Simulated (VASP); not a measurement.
LiGeH3:

```xyz
10
Lattice="5.8836 0.0000 0.0000 -2.9418 5.0953 0.0000 0.0000 0.0000 4.9422" Properties=species:S:1:pos:R:3 pbc="T T T"
Li    0.0000    3.3969    3.7066
Li    2.9418    1.6984    1.2355
Ge    0.0000    0.0000    0.0000
Ge    0.0000    0.0000    2.4711
H     2.9418    3.3969    3.7066
H     1.4709    0.8492    3.7066
H     4.4127    0.8492    3.7066
H     0.0000    1.6984    1.2355
H     1.4709    4.2461    1.2355
H    -1.4709    4.2461    1.2355
```

```yaml
Program: VASP 6.6.1
Task: relaxation of cell and atoms
Functional: PBE
Potentials_or_basis: VASP PAW PBE potentials, release 64 (Li_sv, Ge_d, H)
Cutoff: 600 eV
k_mesh: 9 × 9 × 8
Occupations: gaussian, width 0.1 eV
Spin: no spin polarisation
```

At the start: pressure -0.6 GPa; volume 14.82 Å³/atom.

Question: How do energy, volume and symmetry change on relaxing?

Answer: Over 21 steps the energy falls by 311.5 meV/atom and the volume is 9.49 Å³/atom (-35.9 %); space group P6_3/mmc (No. 194, to 0.05 Å).

Step by step:
```
step  energy change (eV)  largest force (eV/Å)  pressure (GPa)  volume (Å³)
   1              0.0000                0.1834           -0.61       148.16
   2             -0.1886                0.2056           -1.00       146.90
   3             -0.7260                0.3611           -2.18       142.39
   4             -2.0804                0.3781           -4.69       130.52
   5             -0.8539                0.3909           -3.07        98.68
   6             -2.5309                0.2757           -6.11       122.31
   7             -2.7592                0.0973           -5.20       114.93
   8             -2.8467                0.0888           -4.00       108.67
   9             -2.9753                0.1715           -2.66       105.20
  10             -3.0246                0.2927            0.51        99.73
  11             -3.0347                0.2574           -0.45       101.34
  12             -3.0581                0.2027           -0.34       100.46
  13             -3.0865                0.1147           -0.37        99.02
  14             -3.1065                0.0539           -0.17        96.17
  15             -3.1067                0.0308           -0.40        96.56
  16             -3.1141                0.0129           -0.33        95.62
  17             -3.1137                0.0012           -0.23        94.85
  18             -3.1146                0.0062           -0.20        95.26
  19             -3.1146                0.0069           -0.25        95.30
  20             -3.1149                0.0089            0.16        94.78
  21             -3.1149                0.0039           -0.04        94.94
```

Final structure:
```
Li Ge H
1.0
     4.24266    0.00000    0.00000
    -2.12133    3.67425    0.00000
     0.00000    0.00000    6.09055
Li Ge H
2 2 6
Cartesian
  0.0000 2.4495 4.5679
  2.1213 1.2248 1.5226
  0.0000 0.0000 0.0000
  0.0000 0.0000 3.0453
  2.1213 2.4741 4.5679
  1.0394 0.6001 4.5679
  3.2033 0.6001 4.5679
  0.0000 1.2002 1.5226
  1.0820 3.0742 1.5226
  -1.0820 3.0742 1.5226
```

Caveat: the cutoff is under 1.25 times the usual one of these potentials, so pressure, stress and relaxed cells hold a basis-set (Pulay) error; the volume moved by over 15 % at a fixed basis, so the end points are rough.
